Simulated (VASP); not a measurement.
# In (I4/mmm) in VASP: single point with PBE

Aim: the single point of In with PBE.

All numbers are computed with VASP 6.6.1; they aren't measurements. Logs are shortened: lines on timing, memory, paths and dates and some standing lists are left out, and cuts for length are marked.

## Step 1: The cell of the first run

It takes space group I4/mmm (No. 139, tetragonal). Conventional cell: a = 3.251 Å, b = 3.251 Å, c = 4.947 Å, α = 90.00°, β = 90.00°, γ = 90.00°. Within 4.3 Å of In (site symmetry 4/mmm) lie 12 In at 3.25 to 3.38 Å.

## Step 2: Single point, PBE

Input file INCAR:

```
PREC = Accurate ; ENCUT = 520
EDIFF = 1E-6 ; ISMEAR = -1
SIGMA = 0.1 ; LREAL = False
LASPH = True ; NELM = 60
ALGO = Normal ; ISIF = 2
LWAVE = False ; LCHARG = True
GGA = PE ; LELF = True
LVHAR = True ; NBANDS = 12
```

Input file KPOINTS:

```
regular mesh
0
Gamma
  15 15 15
```

Input file POSCAR:

```
In
1.0
   -1.6254700000      1.6254700000      2.4737000000
    1.6254700000     -1.6254700000      2.4737000000
    1.6254700000      1.6254700000     -2.4737000000
In
1
Direct
    0.0000000000      0.0000000000      0.0000000000
```

Potentials or basis: VASP PAW PBE potentials, release 64 (In_d).

Command:

```bash
cat potpaw_PBE.64/In_d/POTCAR > POTCAR
mpirun -np 1 vasp_std > vasp.out
```

OUTCAR:

```text
PREC = Accurate
   ENCUT = 520
   EDIFF = 1E-6
   ISMEAR = -1
   LREAL = False
   LASPH = True
   NELM = 60
   ISIF = 2
   GGA = PE

 ion  position               nearest neighbor table
   1  0.000  0.000  0.000-

  LATTYP: Found a body centered tetragonal cell.
 ALAT       =     3.2509400000
 C/A-ratio  =     1.5218367611

  Lattice vectors:

 A1 = (  -1.6254700000,   1.6254700000,   2.4737000000)
 A2 = (   1.6254700000,  -1.6254700000,   2.4737000000)
 A3 = (   1.6254700000,   1.6254700000,  -2.4737000000)

Analysis of symmetry for initial positions (statically):
=====================================================================
 Subroutine PRICEL returns:
 Original cell was already a primitive cell.

 Routine SETGRP: Setting up the symmetry group for a
 body centered tetragonal supercell.

 Subroutine GETGRP returns: Found 16 space group operations
 (whereof 16 operations were pure point group operations)
 out of a pool of 16 trial point group operations.

The static configuration has the point symmetry D_4h.

Analysis of symmetry for dynamics (positions and initial velocities):
=====================================================================
 Subroutine PRICEL returns:
 Original cell was already a primitive cell.

 Routine SETGRP: Setting up the symmetry group for a
 body centered tetragonal supercell.

 Subroutine GETGRP returns: Found 16 space group operations
 (whereof 16 operations were pure point group operations)
 out of a pool of 16 trial point group operations.

The dynamic configuration has the point symmetry D_4h.

 Subroutine INISYM returns: Found 16 space group operations
 (whereof 16 operations are pure point group operations),
 and found     1 'primitive' translations

----------------------------------------------------------------------------------------

                                     Primitive cell

  volume of cell :      26.1436

  direct lattice vectors                    reciprocal lattice vectors
    -1.625470000  1.625470000  2.473700000     0.000000000  0.307603339  0.202126369
     1.625470000 -1.625470000  2.473700000     0.307603339  0.000000000  0.202126369
     1.625470000  1.625470000 -2.473700000     0.307603339  0.307603339  0.000000000

  length of vectors
     3.376906444  3.376906444  3.376906444     0.368069129  0.368069129  0.435016814

  position of ions in fractional coordinates (direct lattice)
     0.000000000  0.000000000  0.000000000

  ion indices of the primitive-cell ions
   primitive index   ion index
                 1           1

----------------------------------------------------------------------------------------

 KPOINTS: regular mesh

Automatic generation of k-mesh.
 Grid dimensions read from file:
 generate k-points for:   15   15   15

 Generating k-lattice:

  Cartesian coordinates                     Fractional coordinates (reciprocal lattice)
     0.000000000  0.020506889  0.013475091     0.066666667  0.000000000 -0.000000000
     0.020506889  0.000000000  0.013475091     0.000000000  0.066666667 -0.000000000
     0.020506889  0.020506889  0.000000000     0.000000000  0.000000000  0.066666667

  Length of vectors
     0.024537942  0.024537942  0.029001121

  Shift w.r.t. Gamma in fractional coordinates (k-lattice)
     0.000000000  0.000000000  0.000000000

 Subroutine IBZKPT returns following result:
 ===========================================

 Found    288 irreducible k-points:

 Following reciprocal coordinates:
            Coordinates               Weight
  0.000000  0.000000  0.000000      1.000000
  0.066667  0.000000 -0.000000      8.000000
  0.133333  0.000000 -0.000000      8.000000
  0.200000  0.000000 -0.000000      8.000000
  0.266667  0.000000 -0.000000      8.000000
  0.333333  0.000000 -0.000000      8.000000
[... 16 lines left out ...]
  0.133333  0.133333  0.000000      8.000000
  0.200000  0.133333  0.000000     16.000000
 [... further k-points ...]
   k-points           NKPTS =    288   k-points in BZ     NKDIM =    288   number of bands    NBANDS=     12
   number of dos      NEDOS =    301   number of ions     NIONS =      1
   total plane-waves  NPLWV =  21952
   dimension x,y,z NGX =    28 NGY =   28 NGZ =   28
   dimension x,y,z NGXF=    56 NGYF=   56 NGZF=   56
   ions per type =               1
   NGX,Y,Z   is equivalent  to a cutoff of  13.78, 13.78, 13.78 a.u.
   NGXF,Y,Z  is equivalent  to a cutoff of  27.57, 27.57, 27.57 a.u.
 SYSTEM =  unknown system
   PREC   = accura    normal or accurate (medium, high low for compatibility)
   ISTART =      0    job   : 0-new  1-cont  2-samecut
   ICHARG =      2    charge: 1-file 2-atom 10-const
   ISPIN  =      1    spin polarized calculation?
   LNONCOLLINEAR =      F non collinear calculations
   LSORBIT =      F    spin-orbit coupling
   LASPH  =      T    aspherical Exc in radial PAW
   ENCUT  =  520.0 eV  38.22 Ry    6.18 a.u.   6.28  6.28  6.28*2*pi/ulx,y,z
   NELM   =     60;   NELMIN=  2; NELMDL= -5     # of ELM steps
   EDIFF  = 0.1E-05   stopping-criterion for ELM
   LREAL  =      F    real-space projection
   EDIFFG = 0.1E-04   stopping-criterion for IOM
   NSW    =      0    number of steps for IOM
   IBRION =     -1    ionic relax: 0-MD 1-quasi-New 2-CG
   NFREE  =      0    steps in history (QN), initial steepest desc. (CG)
   ISIF   =      2    stress and relaxation
   ISYM   =      2    0-nonsym 1-usesym 2-fastsym
   POTIM  = 0.5000    time-step for ionic-motion
   TEBEG  =    0.0;   TEEND  =   0.0 temperature during run
   PSTRESS=    0.0 pullay stress
   NELECT =      13.0000    total number of electrons
   NUPDOWN=      -1.0000    fix difference up-down
   EMIN   =  10.00;   EMAX   =-10.00  energy-range for DOS
   EFERMI =   0.00;   METHOD = LEGACY
   ISMEAR =    -1;   SIGMA  =   0.10  broadening in eV -4-tet -1-fermi 0-gaus
   EFERMI_NEDOS =   21; number of points for ismear=-14 and -15
   IALGO  =     38    algorithm
   IMIX   =      4    mixing-type and parameters
     AMIX     =   0.40;   BMIX     =  1.00
     AMIX_MAG =   1.60;   BMIX_MAG =  1.00
  volume/ion in A,a.u.               =      26.14       176.43
  Fermi-wavevector in a.u.,A,eV,Ry     =   1.296983  2.450943 22.887245  1.682165
  Thomas-Fermi vector in A             =   2.428405
   LORBIT       =      0    0 simple, 1 ext, 2 COOP (PROOUT), +10 PAW based schemes
   GGA     = PE    functional components
   LHFCALC =     F    Hartree Fock is set to
   AEXX    =    0.0000 exact exchange contribution
   IVDW    =     0    specifies the selected vdW correction
   LEPSILON=     F    determine dielectric tensor
   LRPA    =     F    only Hartree local field effects (RPA)
 non-spin polarized calculation
  energy-cutoff  :      520.00
  volume of cell :       26.14
 maximum number of plane-waves:       721
 NGX is ok and might be reduce to    28
   NGX = 13   NGY = 13   NGZ = 13

 number of electron      13.0000006 magnetization

 Free energy of the ion-electron system (eV)
  ---------------------------------------------------
  ext. energy  EPLUGINS =         0.00000000
  ---------------------------------------------------
  free energy    TOTEN  =        -2.55847812 eV

  energy without entropy =       -2.54315899  energy(sigma->0) =       -2.55081855

 E-fermi :   7.5462     XC(G=0): -10.2568

 val. band max:        7.5386346082   @ k =  -0.2667  -0.4000   0.1333
 cond. band min:       7.5811407682   @ k =  -0.4667  -0.4667   0.2000
 fundamental gap:      0.0425061600
 Fermi energy:         7.5462217804

 k-point     1 :       0.0000    0.0000    0.0000
  band No.  band energies     occupation
      1      -7.1781      2.00000
      2      -7.0728      2.00000
      3      -7.0728      2.00000
      4      -6.9918      2.00000
      5      -6.8873      2.00000
      6      -2.0188      2.00000
      7      18.0781      0.00000
      8      18.0781      0.00000
      9      18.2511      0.00000
     10      19.1096      0.00000
     11      21.4939      0.00000
     12      21.6203      0.00000

 k-point     2 :       0.0667    0.0000   -0.0000
  band No.  band energies     occupation
      1      -7.1709      2.00000
      2      -7.0732      2.00000
      3      -7.0657      2.00000
      4      -6.9906      2.00000
      5      -6.8901      2.00000
      6      -1.9213      2.00000
      7      16.8711      0.00000
      8      17.9452      0.00000
      9      17.9539      0.00000
     10      18.9471      0.00000
     11      21.8473      0.00000
     12      21.8847      0.00000

 k-point     3 :       0.1333    0.0000   -0.0000
  band No.  band energies     occupation
      1      -7.1552      2.00000
      2      -7.0765      2.00000
      3      -7.0479      2.00000
      4      -6.9808      2.00000
      5      -6.8959      2.00000
      6      -1.6269      2.00000
      7      14.6322      0.00000
      8      17.3706      0.00000
      9      17.6694      0.00000
     10      18.8892      0.00000
     11      21.3577      0.00000
     12      22.5841      0.00000
[... 286 lines left out ...]
 k-point    23 :       0.1333    0.1333    0.0000
  band No.  band energies     occupation
      1      -7.1438      2.00000
      2      -7.0478      2.00000
      3      -7.0424      2.00000
      4      -6.9803      2.00000
      5      -6.8804      2.00000
      6      -0.9912      2.00000
      7      13.3954      0.00000
      8      13.6944      0.00000
      9      17.6969      0.00000
     10      19.8316      0.00000
     11      20.1790      0.00000
     12      21.6683      0.00000

 k-point    24 :       0.2000    0.1333    0.0000
  band No.  band energies     occupation
      1      -7.1309      2.00000
      2      -7.0658      2.00000
      3      -7.0197      2.00000
      4      -6.9650      2.00000
      5      -6.8661      2.00000
      6      -0.3706      2.00000
      7      11.3158      0.00000
      8      13.2545      0.00000
      9      16.8794      0.00000
     10      19.6339      0.00000
     11      20.1752      0.00000
     12      21.3927      0.00000

 [... further k-points ...]
[... 5 lines left out ...]
  --------------------------------------------------------------------------------------
  -------------------------------------------------------------------------------------
  Total        0.3438816      0.3438816      0.2780828      0.0000000     -0.0000000      0.0000000
  in kB       21.0743711     21.0743711     17.0419667      0.0000000     -0.0000000      0.0000000
  external PRESSURE =      19.7302363 kB  Pullay stress =       0.0000000 kB

 VOLUME and BASIS-vectors are now :
 -----------------------------------------------------------------------------
  energy-cutoff  :      520.00
  volume of cell :       26.14
      direct lattice vectors                 reciprocal lattice vectors
    -1.625470000  1.625470000  2.473700000     0.000000000  0.307603339  0.202126369
     1.625470000 -1.625470000  2.473700000     0.307603339  0.000000000  0.202126369
     1.625470000  1.625470000 -2.473700000     0.307603339  0.307603339  0.000000000

 POSITION                                       TOTAL-FORCE (eV/Angst)
 -----------------------------------------------------------------------------------
      0.00000      0.00000      0.00000         0.000000      0.000000      0.000000
 -----------------------------------------------------------------------------------
    total drift:                               -0.000000     -0.000000     -0.000000

  FREE ENERGIE OF THE ION-ELECTRON SYSTEM (eV)
  ---------------------------------------------------
  free  energy   TOTEN  =        -2.5584781186 eV

  energy  without entropy=       -2.5431589903  energy(sigma->0) =       -2.55081855
```

Run time: 67 s. Hardware: 1 thread of Intel Xeon Platinum 8259CL at 2.50GHz (Skylake/Cascade Lake), shared host; peak memory 0.22 GiB.

What came out:

* Free energy: -2.5585 eV
* Pressure: 2.0 GPa
* Band gap on the k mesh: zero (an odd number of electrons rules out a gap without spin polarisation)

Stress tensor (GPa, compression positive):
```
2.11 0.00 0.00
0.00 2.11 0.00
0.00 0.00 1.70
```

Caveat: spin-orbit coupling is left out, which moves the levels of the heavy elements.
